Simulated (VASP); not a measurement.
# MgB (CsCl type) (Pm-3m) in VASP: settings compared

The runs below take MgB (CsCl type) through single point, relaxation of cell and atoms, with PBE, LDA, PBEsol.

Everything below comes from runs of VASP 6.6.1. Logs are shortened: lines on timing, memory, paths and dates and some standing lists are left out, and cuts for length are marked.

## Step 1: The cell of the first run

It takes space group Pm-3m (No. 221, cubic). The conventional cell has a = 2.893 Å, b = 2.893 Å, c = 2.893 Å, α = 90.00°, β = 90.00°, γ = 90.00°. B (site symmetry m-3m) has 8 Mg at 2.51 Å and 6 B at 2.89 Å within 3.3 Å. Mg (site symmetry m-3m) has 8 B at 2.51 Å and 6 Mg at 2.89 Å within 3.3 Å.

## Step 2: Single point, PBE

The input, INCAR:

```
SYSTEM = MgB
ALGO     = Normal         ! electronic algorithm
EDIFF    = 1E-7           ! SCF threshold, eV
ENCUT    = 520            ! plane-wave cutoff, eV
GGA      = PE             ! functional
ISIF     = 2              ! what is computed and relaxed
ISMEAR   = -1             ! smearing method
LASPH    = .TRUE.         ! aspherical terms in the spheres
LCHARG   = .FALSE.        ! write CHGCAR
LREAL    = .FALSE.        ! projectors in reciprocal space
LWAVE    = .FALSE.        ! write WAVECAR
NBANDS   = 10             ! bands
NELM     = 100            ! most SCF steps
PREC     = Accurate       ! precision mode
SIGMA    = 0.05           ! smearing width, eV
```

The input, KPOINTS:

```
k-points
0
G
  11 11 11
  0 0 0
```

The input, POSCAR:

```
MgB
1.0
    2.8930974391      0.0000000000      0.0000000000
    0.0000000000      2.8930974391      0.0000000000
    0.0000000000      0.0000000000      2.8930974391
B Mg
1 1
Direct
    0.0000000000      0.0000000000      0.0000000000
    0.5000000000      0.5000000000      0.5000000000
```

Potentials or basis: VASP PAW PBE potentials, release 64 (B, Mg).

Command:

```sh
> cat potpaw_PBE.64/B/POTCAR potpaw_PBE.64/Mg/POTCAR > POTCAR
> mpirun -np 1 vasp_std > vasp.out
```

OUTCAR:

```text
SYSTEM = MgB
   EDIFF = 1E-7
   ENCUT = 520
   GGA = PE
   ISIF = 2
   ISMEAR = -1
   LASPH = .TRUE.
   LREAL = .FALSE.
   NELM = 100
   PREC = Accurate

 ion  position               nearest neighbor table
   1  0.000  0.000  0.000-   2 2.51   2 2.51   2 2.51   2 2.51   2 2.51   2 2.51   2 2.51   2 2.51

   2  0.500  0.500  0.500-   1 2.51   1 2.51   1 2.51   1 2.51   1 2.51   1 2.51   1 2.51   1 2.51

  LATTYP: Found a simple cubic cell.
 ALAT       =     2.8930974391

  Lattice vectors:

 A1 = (   2.8930974391,   0.0000000000,   0.0000000000)
 A2 = (   0.0000000000,   2.8930974391,   0.0000000000)
 A3 = (   0.0000000000,   0.0000000000,   2.8930974391)

Analysis of symmetry for initial positions (statically):
=====================================================================
 Subroutine PRICEL returns:
 Original cell was already a primitive cell.

 Routine SETGRP: Setting up the symmetry group for a
 simple cubic supercell.

 Subroutine GETGRP returns: Found 48 space group operations
 (whereof 48 operations were pure point group operations)
 out of a pool of 48 trial point group operations.

The static configuration has the point symmetry O_h .

Analysis of symmetry for dynamics (positions and initial velocities):
=====================================================================
 Subroutine PRICEL returns:
 Original cell was already a primitive cell.

 Routine SETGRP: Setting up the symmetry group for a
 simple cubic supercell.

 Subroutine GETGRP returns: Found 48 space group operations
 (whereof 48 operations were pure point group operations)
 out of a pool of 48 trial point group operations.

The dynamic configuration has the point symmetry O_h .

 Subroutine INISYM returns: Found 48 space group operations
 (whereof 48 operations are pure point group operations),
 and found     1 'primitive' translations

----------------------------------------------------------------------------------------

                                     Primitive cell

  volume of cell :      24.2153

  direct lattice vectors                    reciprocal lattice vectors
     2.893097439  0.000000000  0.000000000     0.345650301  0.000000000  0.000000000
     0.000000000  2.893097439  0.000000000     0.000000000  0.345650301  0.000000000
     0.000000000  0.000000000  2.893097439     0.000000000  0.000000000  0.345650301

  length of vectors
     2.893097439  2.893097439  2.893097439     0.345650301  0.345650301  0.345650301

  position of ions in fractional coordinates (direct lattice)
     0.000000000  0.000000000  0.000000000
     0.500000000  0.500000000  0.500000000

  ion indices of the primitive-cell ions
   primitive index   ion index
                 1           1
                 2           2

----------------------------------------------------------------------------------------

 KPOINTS: k-points

Automatic generation of k-mesh.
 Grid dimensions read from file:
 generate k-points for:   11   11   11

 Generating k-lattice:

  Cartesian coordinates                     Fractional coordinates (reciprocal lattice)
     0.031422755  0.000000000  0.000000000     0.090909091  0.000000000  0.000000000
     0.000000000  0.031422755  0.000000000     0.000000000  0.090909091  0.000000000
     0.000000000  0.000000000  0.031422755     0.000000000  0.000000000  0.090909091

  Length of vectors
     0.031422755  0.031422755  0.031422755

  Shift w.r.t. Gamma in fractional coordinates (k-lattice)
     0.000000000  0.000000000  0.000000000

 Subroutine IBZKPT returns following result:
 ===========================================

 Found     56 irreducible k-points:

 Following reciprocal coordinates:
            Coordinates               Weight
  0.000000  0.000000  0.000000      1.000000
  0.090909  0.000000  0.000000      6.000000
  0.181818  0.000000  0.000000      6.000000
  0.272727  0.000000  0.000000      6.000000
  0.363636  0.000000  0.000000      6.000000
  0.454545  0.000000  0.000000      6.000000
[... 16 lines left out ...]
  0.181818  0.090909  0.090909     24.000000
  0.272727  0.090909  0.090909     24.000000
 [... further k-points ...]
   k-points           NKPTS =     56   k-points in BZ     NKDIM =     56   number of bands    NBANDS=     10
   number of dos      NEDOS =    301   number of ions     NIONS =      2
   total plane-waves  NPLWV =  13824
   dimension x,y,z NGX =    24 NGY =   24 NGZ =   24
   dimension x,y,z NGXF=    48 NGYF=   48 NGZF=   48
   ions per type =               1   1
   NGX,Y,Z   is equivalent  to a cutoff of  13.79, 13.79, 13.79 a.u.
   NGXF,Y,Z  is equivalent  to a cutoff of  27.58, 27.58, 27.58 a.u.
 SYSTEM =  MgB
   PREC   = accura    normal or accurate (medium, high low for compatibility)
   ISTART =      0    job   : 0-new  1-cont  2-samecut
   ICHARG =      2    charge: 1-file 2-atom 10-const
   ISPIN  =      1    spin polarized calculation?
   LNONCOLLINEAR =      F non collinear calculations
   LSORBIT =      F    spin-orbit coupling
   LASPH  =      T    aspherical Exc in radial PAW
   ENCUT  =  520.0 eV  38.22 Ry    6.18 a.u.   5.38  5.38  5.38*2*pi/ulx,y,z
   NELM   =    100;   NELMIN=  2; NELMDL= -5     # of ELM steps
   EDIFF  = 0.1E-06   stopping-criterion for ELM
   LREAL  =      F    real-space projection
   EDIFFG = 0.1E-05   stopping-criterion for IOM
   NSW    =      0    number of steps for IOM
   IBRION =     -1    ionic relax: 0-MD 1-quasi-New 2-CG
   NFREE  =      0    steps in history (QN), initial steepest desc. (CG)
   ISIF   =      2    stress and relaxation
   ISYM   =      2    0-nonsym 1-usesym 2-fastsym
   POTIM  = 0.5000    time-step for ionic-motion
   TEBEG  =    0.0;   TEEND  =   0.0 temperature during run
   PSTRESS=    0.0 pullay stress
   NELECT =       5.0000    total number of electrons
   NUPDOWN=      -1.0000    fix difference up-down
   EMIN   =  10.00;   EMAX   =-10.00  energy-range for DOS
   EFERMI =   0.00;   METHOD = LEGACY
   ISMEAR =    -1;   SIGMA  =   0.05  broadening in eV -4-tet -1-fermi 0-gaus
   EFERMI_NEDOS =   21; number of points for ismear=-14 and -15
   IALGO  =     38    algorithm
   IMIX   =      4    mixing-type and parameters
     AMIX     =   0.40;   BMIX     =  1.00
     AMIX_MAG =   1.60;   BMIX_MAG =  1.00
  volume/ion in A,a.u.               =      12.11        81.71
  Fermi-wavevector in a.u.,A,eV,Ry     =   0.967613  1.828524 12.738798  0.936275
  Thomas-Fermi vector in A             =   2.097514
   LORBIT       =      0    0 simple, 1 ext, 2 COOP (PROOUT), +10 PAW based schemes
   GGA     = PE    functional components
   LHFCALC =     F    Hartree Fock is set to
   AEXX    =    0.0000 exact exchange contribution
   IVDW    =     0    specifies the selected vdW correction
   LEPSILON=     F    determine dielectric tensor
   LRPA    =     F    only Hartree local field effects (RPA)
 non-spin polarized calculation
  energy-cutoff  :      520.00
  volume of cell :       24.22
 maximum number of plane-waves:       667
 NGX is ok and might be reduce to    24
   NGX = 11   NGY = 11   NGZ = 11

 number of electron       5.0000000 magnetization

 Free energy of the ion-electron system (eV)
  ---------------------------------------------------
  ext. energy  EPLUGINS =         0.00000000
  ---------------------------------------------------
  free energy    TOTEN  =        -6.60782123 eV

  energy without entropy =       -6.60418039  energy(sigma->0) =       -6.60600081

 E-fermi :   4.6107     XC(G=0): -10.3672

 val. band max:        4.4522395199   @ k =   0.4545   0.2727   0.0909
 cond. band min:       4.6409137436   @ k =   0.3636   0.3636   0.3636
 fundamental gap:      0.1886742237
 Fermi energy:         4.6106663567

 k-point     1 :       0.0000    0.0000    0.0000
  band No.  band energies     occupation
      1      -6.1522      2.00000
      2       7.1341      0.00000
      3       7.1341      0.00000
      4       7.1341      0.00000
      5      11.6513      0.00000
      6      11.6513      0.00000
      7      13.6132      0.00000
      8      22.8357      0.00000
      9      22.8357      0.00000
     10      22.8357      0.00000

 k-point     2 :       0.0909    0.0000    0.0000
  band No.  band energies     occupation
      1      -6.0215      2.00000
      2       6.0985      0.00000
      3       7.2087      0.00000
      4       7.2087      0.00000
      5      11.7976      0.00000
      6      12.5007      0.00000
      7      13.9613      0.00000
      8      22.1743      0.00000
      9      22.1743      0.00000
     10      22.6407      0.00000

 k-point     3 :       0.1818    0.0000    0.0000
  band No.  band energies     occupation
      1      -5.6324      2.00000
      2       4.1981      1.99948
      3       7.4204      0.00000
      4       7.4204      0.00000
      5      12.2360      0.00000
      6      13.3683      0.00000
      7      15.3156      0.00000
      8      20.7032      0.00000
      9      20.7032      0.00000
     10      22.3997      0.00000

 k-point     4 :       0.2727    0.0000    0.0000
  band No.  band energies     occupation
      1      -4.9959      2.00000
      2       2.2613      2.00000
      3       7.7271      0.00000
      4       7.7271      0.00000
      5      12.9634      0.00000
      6      13.9438      0.00000
      7      16.5736      0.00000
      8      19.1692      0.00000
      9      19.1692      0.00000
     10      21.1808      0.00000

 k-point     5 :       0.3636    0.0000    0.0000
  band No.  band energies     occupation
      1      -4.1452      2.00000
      2       0.5040      2.00000
      3       8.0474      0.00000
      4       8.0474      0.00000
      5      13.9680      0.00000
      6      14.5524      0.00000
      7      16.7656      0.00000
      8      17.9541      0.00000
      9      17.9541      0.00000
     10      19.0023      0.00000

 k-point     6 :       0.4545    0.0000    0.0000
  band No.  band energies     occupation
      1      -3.2438      2.00000
      2      -0.8590      2.00000
      3       8.2608      0.00000
      4       8.2608      0.00000
      5      15.1244      0.00000
      6      15.1637      0.00000
      7      16.3919      0.00000
      8      17.2190      0.00000
      9      17.2774      0.00000
     10      17.2774      0.00000
[... 183 lines left out ...]
 k-point    21 :       0.4545    0.4545    0.0000
  band No.  band energies     occupation
      1      -0.5976      2.00000
      2       1.3894      2.00000
      3       1.5874      2.00000
      4       6.6508      0.00000
      5       9.5370      0.00000
      6      17.2532      0.00000
      7      17.5269      0.00000
      8      18.9519      0.00000
      9      19.0357      0.00000
     10      19.5108      0.00000

 k-point    22 :       0.0909    0.0909    0.0909
  band No.  band energies     occupation
      1      -5.7613      2.00000
      2       6.1304      0.00000
      3       6.1304      0.00000
      4       6.6116      0.00000
      5      13.1938      0.00000
      6      13.1938      0.00000
      7      14.3164      0.00000
      8      20.9176      0.00000
      9      21.5784      0.00000
     10      21.5784      0.00000

 k-point    23 :       0.1818    0.0909    0.0909
  band No.  band energies     occupation
      1      -5.3747      2.00000
      2       4.3808      1.98003
      3       6.3954      0.00000
      4       6.7554      0.00000
      5      13.4601      0.00000
      6      14.1886      0.00000
      7      15.2199      0.00000
      8      19.7307      0.00000
      9      19.9436      0.00000
     10      21.8021      0.00000

 k-point    24 :       0.2727    0.0909    0.0909
  band No.  band energies     occupation
      1      -4.7427      2.00000
      2       2.4767      2.00000
      3       6.7915      0.00000
      4       7.1134      0.00000
      5      13.7736      0.00000
      6      14.5374      0.00000
      7      15.8777      0.00000
      8      18.2263      0.00000
      9      19.5501      0.00000
     10      22.5063      0.00000

 [... further k-points ...]
[... 5 lines left out ...]
  --------------------------------------------------------------------------------------
  -------------------------------------------------------------------------------------
  Total       -0.0313067     -0.0313067     -0.0313067     -0.0000000      0.0000000      0.0000000
  in kB       -2.0713751     -2.0713751     -2.0713751     -0.0000000      0.0000000      0.0000000
  external PRESSURE =      -2.0713751 kB  Pullay stress =       0.0000000 kB

 VOLUME and BASIS-vectors are now :
 -----------------------------------------------------------------------------
  energy-cutoff  :      520.00
  volume of cell :       24.22
      direct lattice vectors                 reciprocal lattice vectors
     2.893097439  0.000000000  0.000000000     0.345650301  0.000000000  0.000000000
     0.000000000  2.893097439  0.000000000     0.000000000  0.345650301  0.000000000
     0.000000000  0.000000000  2.893097439     0.000000000  0.000000000  0.345650301

 POSITION                                       TOTAL-FORCE (eV/Angst)
 -----------------------------------------------------------------------------------
      0.00000      0.00000      0.00000         0.000000      0.000000      0.000000
      1.44655      1.44655      1.44655         0.000000      0.000000      0.000000
 -----------------------------------------------------------------------------------
    total drift:                                0.000000      0.000000      0.000000

  FREE ENERGIE OF THE ION-ELECTRON SYSTEM (eV)
  ---------------------------------------------------
  free  energy   TOTEN  =        -6.6078212344 eV

  energy  without entropy=       -6.6041803915  energy(sigma->0) =       -6.60600081
```

Run time: 5 s. Hardware: 1 thread of Intel Xeon 6975P-C (Granite Rapids), shared host; peak memory 0.14 GiB.

What came out:

```
Free energy : -6.6078 eV
Pressure    : -0.2 GPa
```

Levels at points of the mesh, in eV from the Fermi level:
```
           k point  band 1  band 2  band 3  band 4  band 5
(0.00, 0.00, 0.00)  -10.76    2.52    2.52    2.52    7.04
```

## Step 3: Single point, LDA (functional lda, volume scaled by 1.04)

The input, INCAR:

```
SYSTEM = MgB
ALGO = Normal
EDIFF = 1E-7
ENCUT = 520
GGA = CA
ISIF = 2
ISMEAR = -1
LASPH = .True.
LCHARG = .True.
LELF = .True.
LREAL = .False.
LVHAR = .True.
LWAVE = .False.
NBANDS = 10
NELM = 60
PREC = Accurate
SIGMA = 0.05
```

The input, KPOINTS:

```
k-points
0
Gamma
  11 11 11
  0 0 0
```

The input, POSCAR:

```
MgB
1.0
    2.9311688766      0.0000000000      0.0000000000
    0.0000000000      2.9311688766      0.0000000000
    0.0000000000      0.0000000000      2.9311688766
B Mg
1 1
Direct
    0.0000000000      0.0000000000      0.0000000000
    0.5000000000      0.5000000000      0.5000000000
```

Potentials or basis: VASP PAW LDA potentials, release 64 (B, Mg).

Command:

```sh
> cat potpaw_LDA.64/B/POTCAR potpaw_LDA.64/Mg/POTCAR > POTCAR
> mpirun -np 1 vasp_std > vasp.out
```

Wall time 3.8 s (1 thread of Intel Xeon 6975P-C (Granite Rapids), shared host); peak memory 0.13 GiB.

Results (log left out):

- Free energy: -7.6349 eV
- Pressure: -8.5 GPa

Levels at points of the mesh, in eV from the Fermi level:
```tsv
k point	band 1	band 2	band 3	band 4	band 5
(0.00, 0.00, 0.00)	-10.45	2.40	2.40	2.40	6.98
```

[end of part 1 of 3]
